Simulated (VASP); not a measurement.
Wanted: the native input for a VASP 6.6.1 run.

```
Task                   : single point
Functional             : PBE
Potentials or basis    : VASP PAW PBE potentials, release 64 (Re)
Cutoff                 : 520 eV
k mesh                 : 18 × 18 × 10
Occupations            : gaussian, width 0.15 eV
Spin                   : no spin polarisation
Dipole correction      : no
Further INCAR settings : ALGO = Fast; EDIFF = 1e-07; NBANDS = 14
```

The structure of Re lies in POSCAR:

```
Re
1.0
    2.7748241524      0.0000000000     -0.3052306568
   -1.3874120762      2.4030682070     -0.0236497246
   -0.4932646191     -0.3289178165      4.4842238099
Re
2
Direct
    0.3333333333      0.6666666667      0.2500000000
    0.6666666667      0.3333333333      0.7500000000
```

This cell differs from its parent crystal: engineering shear strain xz -0.2200, engineering shear strain yz -0.1467.

These files were run (other wordings do the same):

INCAR

```
PREC = Accurate ; ENCUT = 520
EDIFF = 1E-7 ; ISMEAR = 0
SIGMA = 0.15 ; LREAL = F
LASPH = T ; NELM = 60
ALGO = Fast ; ISIF = 2
LWAVE = F ; LCHARG = F
GGA = PE ; NBANDS = 14
```

KPOINTS

```
regular mesh
0
Gamma
  18 18 10
```

Potentials or basis: VASP PAW PBE potentials, release 64 (Re).

Command:

```bash
$ cat potpaw_PBE.64/Re/POTCAR > POTCAR
$ mpirun -np 1 vasp_std > vasp.out
```

Results of the run:

The pressure is 18.4 GPa. The largest force is 1.174 eV/Å and the band gap on the k mesh is zero (bands 7 and 8 overlap by 3.10 eV).

Caveat: the cell differs from its parent crystal (engineering shear strain xz -0.2200, engineering shear strain yz -0.1467); the stress differs along the axes, from 12 to 27 GPa; spin-orbit coupling is left out, which moves the levels of the heavy elements; forces of over 1 eV/Å act on the atoms, so gaps and moduli don't describe the material at rest.

Wall time 25 min on 1 thread of Intel Xeon 8259CL, on a shared host, peak memory 0.67 GiB.
